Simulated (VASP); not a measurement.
Write the native input for VASP 6.6.1 that does the following.

- Task: single point
- Functional: PBEsol
- Potentials or basis: VASP PAW PBE potentials, release 64 (W_sv)
- Cutoff: 520 eV
- k mesh: 10 × 10 × 10
- Occupations: fermi-dirac, width 0.05 eV
- Spin: no spin polarisation
- Dipole correction: no
- Further INCAR settings: ALGO = Fast; EDIFF = 1e-06; NBANDS = 13

The structure of W lies in POSCAR:

```
W
1.0
   -1.5823450000      1.5823450000      1.5665215500
    1.5823450000     -1.5823450000      1.5665215500
    1.5823450000      1.5823450000     -1.5665215500
W
1
Direct
    0.0000000000      0.0000000000      0.0000000000
```

These files were run (other wordings do the same):

INCAR

```
ALGO = Fast ; EDIFF = 1E-6
ENCUT = 520 ; GGA = PS
ISIF = 2 ; ISMEAR = -1
LASPH = True ; LCHARG = False
LREAL = False ; LWAVE = False
NBANDS = 13 ; NELM = 80
PREC = Accurate ; SIGMA = 0.05
```

KPOINTS

```
k-points
0
Gamma
  10 10 10
```

Potentials or basis: VASP PAW PBE potentials, release 64 (W_sv).

Run with:

```sh
$ cat potpaw_PBE.64/W_sv/POTCAR > POTCAR
$ mpirun -np 1 vasp_std > vasp.out
```

Results of the run:

```json
{"Pressure": "1.0 GPa", "Band gap on the k mesh": "zero (band 7 reaches 16.65 eV, above the bottom of band 8 at 10.21 eV)"}
```

Caveat: the PAW data sets were made with another functional, which shifts forces and pressure a little; spin-orbit coupling is left out, which moves the levels of the heavy elements.

Wall time 40 s on 1 thread of AMD EPYC 7R13, on a shared host, peak memory 0.11 GiB.
